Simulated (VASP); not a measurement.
# ZrS in VASP: further runs, part 2 of 3

VASP 6.6.1. Earlier steps stand in the parts before.

## 3. Relaxation of cell and atoms, PBEsol, target pressure 3 GPa, at which the enthalpy is minimised

This run uses another cell than the first one, of 16.75 Å³/atom.

File INCAR:

```
  PREC = Accurate
  ENCUT = 600
  EDIFF = 1E-6
  ISMEAR = 0
  SIGMA = 0.1
  LREAL = F
  LASPH = T
  NELM = 80
  ALGO = Normal
  ISIF = 3
  LWAVE = F
  LCHARG = F
  GGA = PS
  IBRION = 2
  NSW = 70
  EDIFFG = -0.008
  PSTRESS = 30.0
```

File KPOINTS:

```
Automatic mesh
0
Gamma
  14 14 14
```

File POSCAR:

```
ZrS
1.0
    0.0000000000      2.5587409613      2.5587409613
    2.5587409613      0.0000000000      2.5587409613
    2.5587409613      2.5587409613      0.0000000000
Zr S
1 1
Direct
    0.0000000000      0.0000000000      0.0000000000
    0.5000000000      0.5000000000      0.5000000000
```

Potentials or basis: VASP PAW PBE potentials, release 64 (Zr_sv, S).

The run is started by

```sh
> cat potpaw_PBE.64/Zr_sv/POTCAR potpaw_PBE.64/S/POTCAR > POTCAR
> mpirun -np 1 vasp_std > vasp.out
```

OUTCAR:

```text
PREC = Accurate
   ENCUT = 600
   EDIFF = 1E-6
   ISMEAR = 0
   LREAL = F
   LASPH = T
   NELM = 80
   ISIF = 3
   GGA = PS
   IBRION = 2
   NSW = 70
   EDIFFG = -0.008
   PSTRESS = 30.0

 ion  position               nearest neighbor table
   1  0.000  0.000  0.000-   2 2.56   2 2.56   2 2.56   2 2.56   2 2.56   2 2.56
   2  0.500  0.500  0.500-   1 2.56   1 2.56   1 2.56   1 2.56   1 2.56   1 2.56

  LATTYP: Found a face centered cubic cell.
 ALAT       =     5.1174819226

  Lattice vectors:

 A1 = (   0.0000000000,   2.5587409613,   2.5587409613)
 A2 = (   2.5587409613,   0.0000000000,   2.5587409613)
 A3 = (   2.5587409613,   2.5587409613,   0.0000000000)

Analysis of symmetry for initial positions (statically):
=====================================================================
 Subroutine PRICEL returns:
 Original cell was already a primitive cell.

 Routine SETGRP: Setting up the symmetry group for a
 face centered cubic supercell.

 Subroutine GETGRP returns: Found 48 space group operations
 (whereof 48 operations were pure point group operations)
 out of a pool of 48 trial point group operations.

The static configuration has the point symmetry O_h .

Analysis of symmetry for dynamics (positions and initial velocities):
=====================================================================
 Subroutine PRICEL returns:
 Original cell was already a primitive cell.

 Routine SETGRP: Setting up the symmetry group for a
 face centered cubic supercell.

 Subroutine GETGRP returns: Found 48 space group operations
 (whereof 48 operations were pure point group operations)
 out of a pool of 48 trial point group operations.

The dynamic configuration has the point symmetry O_h .

 Subroutine INISYM returns: Found 48 space group operations
 (whereof 48 operations are pure point group operations),
 and found     1 'primitive' translations

----------------------------------------------------------------------------------------

                                     Primitive cell

  volume of cell :      33.5049

  direct lattice vectors                    reciprocal lattice vectors
     0.000000000  2.558740961  2.558740961    -0.195408604  0.195408604  0.195408604
     2.558740961  0.000000000  2.558740961     0.195408604 -0.195408604  0.195408604
     2.558740961  2.558740961  0.000000000     0.195408604  0.195408604 -0.195408604

  length of vectors
     3.618606170  3.618606170  3.618606170     0.338457631  0.338457631  0.338457631

  position of ions in fractional coordinates (direct lattice)
     0.000000000  0.000000000  0.000000000
     0.500000000  0.500000000  0.500000000

  ion indices of the primitive-cell ions
   primitive index   ion index
                 1           1
                 2           2

----------------------------------------------------------------------------------------

 KPOINTS: Automatic mesh

Automatic generation of k-mesh.
 Grid dimensions read from file:
 generate k-points for:   14   14   14

 Generating k-lattice:

[... 48 lines left out ...]
   ions per type =               1   1
   NGX,Y,Z   is equivalent  to a cutoff of  13.78, 13.78, 13.78 a.u.
   NGXF,Y,Z  is equivalent  to a cutoff of  27.57, 27.57, 27.57 a.u.
 SYSTEM =  unknown system
   PREC   = accura    normal or accurate (medium, high low for compatibility)
   ISTART =      0    job   : 0-new  1-cont  2-samecut
   ICHARG =      2    charge: 1-file 2-atom 10-const
   ISPIN  =      1    spin polarized calculation?
   LNONCOLLINEAR =      F non collinear calculations
   LSORBIT =      F    spin-orbit coupling
   LASPH  =      T    aspherical Exc in radial PAW
   ENCUT  =  600.0 eV  44.10 Ry    6.64 a.u.   7.23  7.23  7.23*2*pi/ulx,y,z
   NELM   =     80;   NELMIN=  2; NELMDL= -5     # of ELM steps
   EDIFF  = 0.1E-05   stopping-criterion for ELM
   LREAL  =      F    real-space projection
   EDIFFG = -.8E-02   stopping-criterion for IOM
   NSW    =     70    number of steps for IOM
   IBRION =      2    ionic relax: 0-MD 1-quasi-New 2-CG
   NFREE  =      1    steps in history (QN), initial steepest desc. (CG)
   ISIF   =      3    stress and relaxation
   ISYM   =      2    0-nonsym 1-usesym 2-fastsym
   POTIM  = 0.5000    time-step for ionic-motion
   TEBEG  =    0.0;   TEEND  =   0.0 temperature during run
   PSTRESS=   30.0 pullay stress
   NELECT =      18.0000    total number of electrons
   NUPDOWN=      -1.0000    fix difference up-down
   EMIN   =  10.00;   EMAX   =-10.00  energy-range for DOS
   EFERMI =   0.00;   METHOD = LEGACY
   ISMEAR =     0;   SIGMA  =   0.10  broadening in eV -4-tet -1-fermi 0-gaus
   EFERMI_NEDOS =   21; number of points for ismear=-14 and -15
   IALGO  =     38    algorithm
   IMIX   =      4    mixing-type and parameters
     AMIX     =   0.40;   BMIX     =  1.00
     AMIX_MAG =   1.60;   BMIX_MAG =  1.00
  volume/ion in A,a.u.               =      16.75       113.05
  Fermi-wavevector in a.u.,A,eV,Ry     =   1.330851  2.514943 24.098145  1.771164
  Thomas-Fermi vector in A             =   2.459906
   LORBIT       =      0    0 simple, 1 ext, 2 COOP (PROOUT), +10 PAW based schemes
   GGA     = PS    functional components
   LHFCALC =     F    Hartree Fock is set to
   AEXX    =    0.0000 exact exchange contribution
   IVDW    =     0    specifies the selected vdW correction
   LEPSILON=     F    determine dielectric tensor
   LRPA    =     F    only Hartree local field effects (RPA)
 conjugate gradient relaxation of ions
 non-spin polarized calculation
 Gauss-broadening in eV      SIGMA  =   0.10
  energy-cutoff  :      600.00
  volume of cell :       33.50
 maximum number of plane-waves:      1139
 NGX is ok and might be reduce to    30
   NGX = 15   NGY = 15   NGZ = 15

--------------------------------------- Ionic step        1  -------------------------------------------

 number of electron      18.0000001 magnetization

 Free energy of the ion-electron system (eV)
  ---------------------------------------------------
  ext. energy  EPLUGINS =         0.00000000
  ---------------------------------------------------
  free energy    TOTEN  =       -16.49789102 eV

  energy without entropy =      -16.49091044  energy(sigma->0) =      -16.49440073

------------------------ aborting loop because EDIFF is reached ----------------------------------------

  FORCE on cell =-STRESS in cart. coord.  units (eV):
  Direction    XX          YY          ZZ          XY          YZ          ZX
  --------------------------------------------------------------------------------------
  -------------------------------------------------------------------------------------
  Total        0.9931318      0.9931318      0.9931318      0.0000000      0.0000000     -0.0000000
  in kB       47.4906945     47.4906945     47.4906945      0.0000000      0.0000000     -0.0000000
  external PRESSURE =      17.4906945 kB  Pullay stress =      30.0000000 kB
[... 63 lines left out ...]
--------------------------------------- Ionic step        3  -------------------------------------------

 number of electron      18.0000001 magnetization

 Free energy of the ion-electron system (eV)
  ---------------------------------------------------
  ext. energy  EPLUGINS =         0.00000000
  ---------------------------------------------------
  free energy    TOTEN  =       -16.50649538 eV

  energy without entropy =      -16.49942010  energy(sigma->0) =      -16.50295774

 E-fermi :  11.4450     XC(G=0): -11.7805

 val. band max:       11.4362891379   @ k =   0.2857   0.2143   0.0714
 cond. band min:      11.4568205713   @ k =   0.2857   0.0000   0.0000
 fundamental gap:      0.0205314333
 Fermi energy:        11.4449916189

 k-point     1 :       0.0000    0.0000    0.0000
  band No.  band energies     occupation
      1     -38.2967      2.00000
      2     -16.2975      2.00000
      3     -16.2975      2.00000
      4     -16.2975      2.00000
      5      -4.6821      2.00000
      6       7.9182      2.00000
      7       7.9182      2.00000
      8       7.9182      2.00000
      9       9.9275      2.00000
     10       9.9275      2.00000
     11       9.9275      2.00000
     12      10.6752      2.00000
     13      10.6752      2.00000
[... 354 lines left out ...]
  band No.  band energies     occupation
      1     -38.2748      2.00000
      2     -16.5238      2.00000
      3     -16.3481      2.00000
      4     -16.3406      2.00000
      5      -3.8432      2.00000
      6       4.7300      2.00000
      7       6.3093      2.00000
      8       6.5846      2.00000
      9       9.6130      2.00000
     10      11.6659      0.00178
     11      12.1486      0.00000
     12      12.8465      0.00000
     13      13.9756      0.00000

 [... further k-points ...]

------------------------ aborting loop because EDIFF is reached ----------------------------------------

  FORCE on cell =-STRESS in cart. coord.  units (eV):
  Direction    XX          YY          ZZ          XY          YZ          ZX
  --------------------------------------------------------------------------------------
  -------------------------------------------------------------------------------------
  Total        0.6324915      0.6324915      0.6324915     -0.0000000      0.0000000     -0.0000000
  in kB       29.9261757     29.9261757     29.9261757     -0.0000000      0.0000000     -0.0000000
  external PRESSURE =      -0.0738243 kB  Pullay stress =      30.0000000 kB
[... 21 lines left out ...]
  energy  without entropy=      -16.4994201045  energy(sigma->0) =      -16.50295774

  enthalpy is  TOTEN    =       -15.8724436266 eV   P V=        0.6340517581

 reached required accuracy - stopping structural energy minimisation
```

OSZICAR:

```text
N       E                     dE             d eps       ncg     rms          rms(c)
DAV:   1     0.143339702823E+03    0.14334E+03   -0.10822E+04  2704   0.153E+03
DAV:   2    -0.977785110695E+01   -0.15312E+03   -0.14809E+03  3222   0.347E+02
DAV:   3    -0.171331095282E+02   -0.73553E+01   -0.72033E+01  4190   0.686E+01
[... 24 lines left out ...]
DAV:   3    -0.165055828241E+02    0.44346E-02   -0.31037E-02  4106   0.140E+00    0.297E-01
DAV:   4    -0.165060817142E+02   -0.49889E-03   -0.81996E-04  3269   0.287E-01    0.144E-01
DAV:   5    -0.165063991123E+02   -0.31740E-03   -0.45612E-04  3933   0.139E-01    0.775E-02
DAV:   6    -0.165064936666E+02   -0.94554E-04   -0.13721E-04  4531   0.754E-02    0.133E-02
DAV:   7    -0.165064954364E+02   -0.17698E-05   -0.34370E-06  3119   0.151E-02    0.804E-03
DAV:   8    -0.165064953847E+02    0.51702E-07   -0.70650E-07  1717   0.103E-02
   3 F= -.15872444E+02 E0= -.15868906E+02  d E =-.191666E-02
```

It took 66 s on 1 thread of Intel Xeon 6975P-C (Granite Rapids), shared host; peak memory 0.21 GiB.

What came out:

* Free energy: -16.5065 eV
* Relaxed volume: 16.93 Å³/atom
* Relaxed cell: a = 3.631 Å, b = 3.631 Å, c = 3.631 Å, α = 60.00°, β = 60.00°, γ = 60.00°
* Space group after relaxing (to 0.1 Å): Fm-3m (No. 225)
* Energy change on relaxing (the run minimises the enthalpy): -4.3 meV/atom
* Ionic steps: 3
* Pressure after relaxing: 3.0 GPa

The path:
| step | energy change (eV) | largest force (eV/Å) | pressure (GPa) | volume (Å³) |
| --- | --- | --- | --- | --- |
| 1 | 0.0000 | 0.0000 | 4.75 | 33.50 |
| 2 | -0.0145 | 0.0000 | 0.54 | 34.40 |
| 3 | -0.0086 | 0.0000 | 2.99 | 33.86 |

Final structure:
```yaml
crystal:
  lattice:
    - [0.00000, 2.56780, 2.56780]
    - [2.56780, 0.00000, 2.56780]
    - [2.56780, 2.56780, 0.00000]
  atoms:
    - { symbol: Zr, position: [0.00000, 0.00000, 0.00000] }
    - { symbol: S, position: [0.50000, 0.50000, 0.50000] }
```

Levels at points of the mesh, in eV from the Fermi level:
| k point | band 5 | band 6 | band 7 | band 8 | band 9 | band 10 | band 11 | band 12 | band 13 |
| --- | --- | --- | --- | --- | --- | --- | --- | --- | --- |
| (0.00, 0.00, 0.00) | -16.13 | -3.53 | -3.53 | -3.53 | -1.52 | -1.52 | -1.52 | -0.77 | -0.77 |
| (0.50, 0.00, 0.00) | -14.31 | -8.37 | -6.23 | -6.23 | 1.62 | 1.62 | 1.93 | 2.01 | 5.97 |
| (0.50, 0.50, 0.00) | -15.22 | -6.36 | -4.49 | -4.49 | -3.78 | 0.54 | 2.62 | 2.62 | 3.09 |

Caveat: the cell is relaxed towards a set pressure, so the run minimises the enthalpy, not the energy; the highest band is partly filled, so the run has too few bands; the PAW data sets were made with another functional, which shifts forces and pressure a little. Zero-point motion and thermal expansion aren't in these numbers.

(Continued in part 3 of 3.)
